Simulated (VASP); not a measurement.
# Al3Cu (Pm-3m) in VASP: notebook

Aim: see how the results for Al3Cu move with the level of theory and the settings. Levels: PBEsol, LDA, BLYP. Tasks: single point.

Program: VASP 6.6.1. These are calculated values, not measurements. Logs are shortened: lines on timing, memory, paths and dates and some standing lists are left out, and cuts for length are marked.

## (1) The cell of the first run

Symmetry: Pm-3m, No. 221, cubic system. The conventional cell has a = 3.924 Å, b = 3.924 Å, c = 3.924 Å, α = 90.00°, β = 90.00°, γ = 90.00°. Within 3.7 Å of Al (site symmetry 4/mmm) lie 8 Al at 2.77 Å and 4 Cu at 2.77 Å. Cu (site symmetry m-3m) has 12 Al at 2.77 Å within 3.7 Å.

## (2) Single point, PBEsol

Contents of INCAR:

```
PREC = Accurate
ENCUT = 520
EDIFF = 1E-7
ISMEAR = -1
SIGMA = 0.05
LREAL = F
LASPH = T
NELM = 60
ALGO = Normal
ISIF = 2
LWAVE = F
LCHARG = T
GGA = PS
LELF = T
LVHAR = T
NBANDS = 18
```

Contents of KPOINTS:

```
Automatic mesh
0
Gamma
  7 7 7
```

Contents of POSCAR:

```
Al3Cu
1.0
    3.9241510000      0.0000000000      0.0000000000
    0.0000000000      3.9241510000      0.0000000000
    0.0000000000      0.0000000000      3.9241510000
Al Cu
3 1
Direct
    0.0000000000      0.5000000000      0.5000000000
    0.5000000000      0.0000000000      0.5000000000
    0.5000000000      0.5000000000      0.0000000000
    0.0000000000      0.0000000000      0.0000000000
```

Potentials or basis: VASP PAW PBE potentials, release 64 (Al, Cu).

Run with:

```sh
cat potpaw_PBE.64/Al/POTCAR potpaw_PBE.64/Cu/POTCAR > POTCAR
mpirun -np 1 vasp_std > vasp.out
```

OUTCAR:

```text
PREC = Accurate
   ENCUT = 520
   EDIFF = 1E-7
   ISMEAR = -1
   LREAL = F
   LASPH = T
   NELM = 60
   ISIF = 2
   GGA = PS

 ion  position               nearest neighbor table
   1  0.000  0.500  0.500-   2 2.77   3 2.77   4 2.77   3 2.77   4 2.77   2 2.77   4 2.77   4 2.77
                             2 2.77   3 2.77   3 2.77   2 2.77
   2  0.500  0.000  0.500-   1 2.77   3 2.77   4 2.77   3 2.77   4 2.77   1 2.77   3 2.77   3 2.77
                             1 2.77   4 2.77   4 2.77   1 2.77
   3  0.500  0.500  0.000-   1 2.77   2 2.77   4 2.77   1 2.77   2 2.77   2 2.77   4 2.77   2 2.77
                             1 2.77   4 2.77   1 2.77   4 2.77
   4  0.000  0.000  0.000-   1 2.77   2 2.77   3 2.77   1 2.77   2 2.77   1 2.77   3 2.77   1 2.77
                             2 2.77   3 2.77   2 2.77   3 2.77

  LATTYP: Found a simple cubic cell.
 ALAT       =     3.9241510000

  Lattice vectors:

 A1 = (   3.9241510000,   0.0000000000,   0.0000000000)
 A2 = (   0.0000000000,   3.9241510000,   0.0000000000)
 A3 = (   0.0000000000,   0.0000000000,   3.9241510000)

Analysis of symmetry for initial positions (statically):
=====================================================================
 Subroutine PRICEL returns:
 Original cell was already a primitive cell.

 Routine SETGRP: Setting up the symmetry group for a
 simple cubic supercell.

 Subroutine GETGRP returns: Found 48 space group operations
 (whereof 48 operations were pure point group operations)
 out of a pool of 48 trial point group operations.

The static configuration has the point symmetry O_h .

Analysis of symmetry for dynamics (positions and initial velocities):
=====================================================================
 Subroutine PRICEL returns:
 Original cell was already a primitive cell.

 Routine SETGRP: Setting up the symmetry group for a
 simple cubic supercell.

 Subroutine GETGRP returns: Found 48 space group operations
 (whereof 48 operations were pure point group operations)
 out of a pool of 48 trial point group operations.

The dynamic configuration has the point symmetry O_h .

 Subroutine INISYM returns: Found 48 space group operations
 (whereof 48 operations are pure point group operations),
 and found     1 'primitive' translations

----------------------------------------------------------------------------------------

                                     Primitive cell

  volume of cell :      60.4278

  direct lattice vectors                    reciprocal lattice vectors
     3.924151000  0.000000000  0.000000000     0.254832192  0.000000000  0.000000000
     0.000000000  3.924151000  0.000000000     0.000000000  0.254832192  0.000000000
     0.000000000  0.000000000  3.924151000     0.000000000  0.000000000  0.254832192

  length of vectors
     3.924151000  3.924151000  3.924151000     0.254832192  0.254832192  0.254832192

  position of ions in fractional coordinates (direct lattice)
     0.000000000  0.500000000  0.500000000
     0.500000000  0.000000000  0.500000000
     0.500000000  0.500000000  0.000000000
     0.000000000  0.000000000  0.000000000

  ion indices of the primitive-cell ions
   primitive index   ion index
                 1           1
                 2           2
                 3           3
                 4           4

----------------------------------------------------------------------------------------

 KPOINTS: Automatic mesh

Automatic generation of k-mesh.
 Grid dimensions read from file:
 generate k-points for:    7    7    7

 Generating k-lattice:

  Cartesian coordinates                     Fractional coordinates (reciprocal lattice)
     0.036404599  0.000000000  0.000000000     0.142857143  0.000000000  0.000000000
     0.000000000  0.036404599  0.000000000     0.000000000  0.142857143  0.000000000
     0.000000000  0.000000000  0.036404599     0.000000000  0.000000000  0.142857143

  Length of vectors
     0.036404599  0.036404599  0.036404599

  Shift w.r.t. Gamma in fractional coordinates (k-lattice)
     0.000000000  0.000000000  0.000000000

 Subroutine IBZKPT returns following result:
 ===========================================

 Found     20 irreducible k-points:

 Following reciprocal coordinates:
            Coordinates               Weight
  0.000000  0.000000  0.000000      1.000000
  0.142857  0.000000  0.000000      6.000000
  0.285714  0.000000  0.000000      6.000000
  0.428571  0.000000  0.000000      6.000000
  0.142857  0.142857  0.000000     12.000000
  0.285714  0.142857  0.000000     24.000000
[... 12 lines left out ...]
  0.428571  0.428571  0.285714     24.000000
  0.428571  0.428571  0.428571      8.000000
   k-points           NKPTS =     20   k-points in BZ     NKDIM =     20   number of bands    NBANDS=     18
   number of dos      NEDOS =    301   number of ions     NIONS =      4
   total plane-waves  NPLWV =  27000
   dimension x,y,z NGX =    30 NGY =   30 NGZ =   30
   dimension x,y,z NGXF=    60 NGYF=   60 NGZF=   60
   ions per type =               3   1
   NGX,Y,Z   is equivalent  to a cutoff of  12.71, 12.71, 12.71 a.u.
   NGXF,Y,Z  is equivalent  to a cutoff of  25.42, 25.42, 25.42 a.u.
 SYSTEM =  unknown system
   PREC   = accura    normal or accurate (medium, high low for compatibility)
   ISTART =      0    job   : 0-new  1-cont  2-samecut
   ICHARG =      2    charge: 1-file 2-atom 10-const
   ISPIN  =      1    spin polarized calculation?
   LNONCOLLINEAR =      F non collinear calculations
   LSORBIT =      F    spin-orbit coupling
   LASPH  =      T    aspherical Exc in radial PAW
   ENCUT  =  520.0 eV  38.22 Ry    6.18 a.u.   7.30  7.30  7.30*2*pi/ulx,y,z
   NELM   =     60;   NELMIN=  2; NELMDL= -5     # of ELM steps
   EDIFF  = 0.1E-06   stopping-criterion for ELM
   LREAL  =      F    real-space projection
   EDIFFG = 0.1E-05   stopping-criterion for IOM
   NSW    =      0    number of steps for IOM
   IBRION =     -1    ionic relax: 0-MD 1-quasi-New 2-CG
   NFREE  =      0    steps in history (QN), initial steepest desc. (CG)
   ISIF   =      2    stress and relaxation
   ISYM   =      2    0-nonsym 1-usesym 2-fastsym
   POTIM  = 0.5000    time-step for ionic-motion
   TEBEG  =    0.0;   TEEND  =   0.0 temperature during run
   PSTRESS=    0.0 pullay stress
   NELECT =      20.0000    total number of electrons
   NUPDOWN=      -1.0000    fix difference up-down
   EMIN   =  10.00;   EMAX   =-10.00  energy-range for DOS
   EFERMI =   0.00;   METHOD = LEGACY
   ISMEAR =    -1;   SIGMA  =   0.05  broadening in eV -4-tet -1-fermi 0-gaus
   EFERMI_NEDOS =   21; number of points for ismear=-14 and -15
   IALGO  =     38    algorithm
   IMIX   =      4    mixing-type and parameters
     AMIX     =   0.40;   BMIX     =  1.00
     AMIX_MAG =   1.60;   BMIX_MAG =  1.00
  volume/ion in A,a.u.               =      15.11       101.95
  Fermi-wavevector in a.u.,A,eV,Ry     =   1.132415  2.139955 17.447632  1.282365
  Thomas-Fermi vector in A             =   2.269116
   LORBIT       =      0    0 simple, 1 ext, 2 COOP (PROOUT), +10 PAW based schemes
   GGA     = PS    functional components
   LHFCALC =     F    Hartree Fock is set to
   AEXX    =    0.0000 exact exchange contribution
   IVDW    =     0    specifies the selected vdW correction
   LEPSILON=     F    determine dielectric tensor
   LRPA    =     F    only Hartree local field effects (RPA)
 non-spin polarized calculation
  energy-cutoff  :      520.00
  volume of cell :       60.43
 maximum number of plane-waves:      1647
 NGX is ok and might be reduce to    30
   NGX = 15   NGY = 15   NGZ = 15

 number of electron      20.0000021 magnetization

 Free energy of the ion-electron system (eV)
  ---------------------------------------------------
  ext. energy  EPLUGINS =         0.00000000
  ---------------------------------------------------
  free energy    TOTEN  =       -16.71792782 eV

  energy without entropy =      -16.70925967  energy(sigma->0) =      -16.71359375

 E-fermi :   8.0677     XC(G=0): -10.8308

 val. band max:        8.0269216048   @ k =   0.1429   0.0000   0.0000
 cond. band min:       8.1368334486   @ k =   0.2857   0.2857   0.2857
 fundamental gap:      0.1099118439
 Fermi energy:         8.0676865870

 k-point     1 :       0.0000    0.0000    0.0000
  band No.  band energies     occupation
      1      -2.9602      2.00000
      2       3.8818      2.00000
      3       3.8818      2.00000
      4       4.5921      2.00000
      5       4.5921      2.00000
      6       4.5921      2.00000
[... 10 lines left out ...]
     17      15.1113      0.00000
     18      15.1113      0.00000

 k-point     2 :       0.1429    0.0000    0.0000
  band No.  band energies     occupation
      1      -2.7635      2.00000
      2       3.3961      2.00000
      3       3.9244      2.00000
      4       4.4829      2.00000
      5       4.4829      2.00000
      6       4.5981      2.00000
[... 10 lines left out ...]
     17      15.2041      0.00000
     18      15.2136      0.00000

 k-point     3 :       0.2857    0.0000    0.0000
  band No.  band energies     occupation
      1      -2.1782      2.00000
      2       1.7935      2.00000
      3       4.0222      2.00000
      4       4.3150      2.00000
      5       4.3150      2.00000
      6       4.6118      2.00000
[... 10 lines left out ...]
     17      15.5596      0.00000
     18      15.7830      0.00000

 k-point     4 :       0.4286    0.0000    0.0000
  band No.  band energies     occupation
      1      -1.2348      2.00000
      2       0.1905      2.00000
      3       4.1026      2.00000
      4       4.2168      2.00000
      5       4.2168      2.00000
      6       4.6228      2.00000
[... 291 lines left out ...]
      4       3.7937      2.00000
      5       4.1233      2.00000
      6       4.2426      2.00000
[... 10 lines left out ...]
     17      17.0337      0.00000
     18      17.6807      0.00000

 k-point    19 :       0.4286    0.4286    0.2857
  band No.  band energies     occupation
      1       1.0796      2.00000
      2       2.4072      2.00000
      3       2.4085      2.00000
      4       3.5431      2.00000
      5       4.1611      2.00000
      6       4.2971      2.00000
[... 10 lines left out ...]
     17      17.8153      0.00000
     18      18.5570      0.00000

 k-point    20 :       0.4286    0.4286    0.4286
  band No.  band energies     occupation
      1       1.8841      2.00000
      2       2.8601      2.00000
      3       2.8601      2.00000
      4       3.5267      2.00000
      5       4.1406      2.00000
      6       4.2006      2.00000
[... 10 lines left out ...]
     17      19.5481      0.00000
     18      19.9308      0.00000

------------------------ aborting loop because EDIFF is reached ----------------------------------------

  FORCE on cell =-STRESS in cart. coord.  units (eV):
  Direction    XX          YY          ZZ          XY          YZ          ZX
  --------------------------------------------------------------------------------------
  -------------------------------------------------------------------------------------
  Total       -0.8661565     -0.8661565     -0.8661565     -0.0000000     -0.0000000      0.0000000
  in kB      -22.9651795    -22.9651795    -22.9651795     -0.0000000     -0.0000000      0.0000000
  external PRESSURE =     -22.9651795 kB  Pullay stress =       0.0000000 kB

 VOLUME and BASIS-vectors are now :
 -----------------------------------------------------------------------------
  energy-cutoff  :      520.00
  volume of cell :       60.43
      direct lattice vectors                 reciprocal lattice vectors
     3.924151000  0.000000000  0.000000000     0.254832192  0.000000000  0.000000000
     0.000000000  3.924151000  0.000000000     0.000000000  0.254832192  0.000000000
     0.000000000  0.000000000  3.924151000     0.000000000  0.000000000  0.254832192

 POSITION                                       TOTAL-FORCE (eV/Angst)
 -----------------------------------------------------------------------------------
      0.00000      1.96208      1.96208         0.000000      0.000000      0.000000
      1.96208      0.00000      1.96208         0.000000      0.000000      0.000000
      1.96208      1.96208      0.00000         0.000000      0.000000      0.000000
      0.00000      0.00000      0.00000         0.000000      0.000000      0.000000
 -----------------------------------------------------------------------------------
    total drift:                                0.000000     -0.000000      0.000000

  FREE ENERGIE OF THE ION-ELECTRON SYSTEM (eV)
  ---------------------------------------------------
  free  energy   TOTEN  =       -16.7179278185 eV

  energy  without entropy=      -16.7092596718  energy(sigma->0) =      -16.71359375
```

Run time: 14 s. Hardware: 1 thread of Intel Xeon 6975P-C (Granite Rapids), shared host; peak memory 0.17 GiB.

What came out:

```yaml
Free_energy: -16.7179 eV
Pressure: -2.3 GPa
Band_gap_on_the_k_mesh: zero (band 10 reaches 10.06 eV, above the bottom of band 11 at 6.43 eV)
```

Caveat: the PAW data sets were made with another functional, which shifts forces and pressure a little.

## (3) Single point, LDA

Contents of INCAR:

```
SYSTEM = Al3Cu
PREC     = Accurate       ! precision mode
ENCUT    = 520            ! plane-wave cutoff, eV
EDIFF    = 1E-6           ! SCF threshold, eV
ISMEAR   = -1             ! smearing method
SIGMA    = 0.05           ! smearing width, eV
LREAL    = .False.        ! projectors in reciprocal space
LASPH    = .True.         ! aspherical terms in the spheres
NELM     = 100            ! most SCF steps
ALGO     = Normal         ! electronic algorithm
ISIF     = 2              ! what is computed and relaxed
LWAVE    = .False.        ! write WAVECAR
LCHARG   = .True.         ! write CHGCAR
GGA      = CA             ! functional
LELF     = .True.         ! ELF
LVHAR    = .True.       
NBANDS   = 18             ! bands
```

Contents of KPOINTS:

```
regular mesh
0
Gamma
  7 7 7
  0 0 0
```

POSCAR is that of step 2.

Potentials or basis: VASP PAW LDA potentials, release 64 (Al, Cu).

Run with:

```sh
cat potpaw_LDA.64/Al/POTCAR potpaw_LDA.64/Cu/POTCAR > POTCAR
mpirun -np 1 vasp_std > vasp.out
```

It took 11 s on 1 thread of Intel Xeon 6975P-C (Granite Rapids), shared host; peak memory 0.15 GiB.

Results (log left out):

| Item | Value |
| --- | --- |
| Free energy | -17.3694 eV |
| Pressure | -5.0 GPa |
| Band gap on the k mesh | zero (band 10 reaches 9.95 eV, above the bottom of band 11 at 6.25 eV) |

Levels at points of the mesh, in eV from the Fermi level:
| k point | band 7 | band 8 | band 9 | band 10 | band 11 | band 12 | band 13 | band 14 |
| --- | --- | --- | --- | --- | --- | --- | --- | --- |
| (0.00, 0.00, 0.00) | -2.28 | -2.28 | -2.28 | -0.45 | 0.48 | 0.48 | 6.38 | 6.38 |

[end of part 1 of 2]
